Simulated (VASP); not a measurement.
Input of a VASP 6.6.1 run:

File POSCAR:

```
BN
1.0
    0.0430751675      1.8479006210      1.8479006210
    1.8479006210      0.0430751675      1.8479006210
    1.8479006210      1.8479006210      0.0430751675
B N
1 1
Direct
   -0.0003674759     -0.0003674759     -0.0003674759
    0.2503674759      0.2503674759      0.2503674759
```

Contents of INCAR.step1:

```
PREC     = Accurate       # precision mode
ENCUT    = 910            # plane-wave cutoff, eV
ISMEAR   = 0              # smearing method
SIGMA    = 0.01           # smearing width, eV
LREAL    = False          # projectors in reciprocal space
LASPH    = True           # aspherical terms in the spheres
NELM     = 120            # most SCF steps
NBANDS   = 11             # bands
GGA      = PE             # functional
ALGO     = Normal         # electronic algorithm
EDIFF    = 1E-5           # SCF threshold, eV
LWAVE    = True           # write WAVECAR
LCHARG   = False          # write CHGCAR
GGA_COMPAT= False
```

INCAR.step2

```
PREC     = Accurate       # precision mode
ENCUT    = 910            # plane-wave cutoff, eV
EDIFF    = 1E-6           # SCF threshold, eV
ISMEAR   = 0              # smearing method
SIGMA    = 0.01           # smearing width, eV
LREAL    = False          # projectors in reciprocal space
LASPH    = True           # aspherical terms in the spheres
NELM     = 120            # most SCF steps
ALGO     = Normal         # electronic algorithm
ISIF     = 2              # what is computed and relaxed
LWAVE    = False          # write WAVECAR
LCHARG   = False          # write CHGCAR
METAGGA  = R2SCAN         # meta-GGA
LMIXTAU  = True         
NBANDS   = 11             # bands
ISTART   = 1            
GGA_COMPAT= False
```

The input KPOINTS:

```
Automatic mesh
0
Gamma
  12 12 12
```

Potentials or basis: VASP PAW PBE potentials, release 64 (B_h, N_h).

Command:

```bash
$ cat potpaw_PBE.64/B_h/POTCAR potpaw_PBE.64/N_h/POTCAR > POTCAR
$ cp INCAR.step1 INCAR
$ mpirun -np 1 vasp_std > vasp.out
$ cp INCAR.step2 INCAR
$ mpirun -np 1 vasp_std > vasp.out
```

Task: What does it give for the band gap on the k mesh?

Result: 4.90 eV (least direct gap 8.38 eV).

Task: What does it give for the pressure?

Result: -12.7 GPa.

Stress tensor (GPa, compression positive):
```
-12.72  -9.72  -9.72
 -9.72 -12.72  -9.72
 -9.72  -9.72 -12.72
```

Caveat: the cell differs from its parent crystal (strain along [111] +3.6%); the cutoff is under 1.25 times the usual one of these potentials, so pressure, stress and relaxed cells hold a basis-set (Pulay) error; the cell stands under tension; the PAW data sets were made with another functional, which shifts forces and pressure a little. A k mesh can miss the band edges.
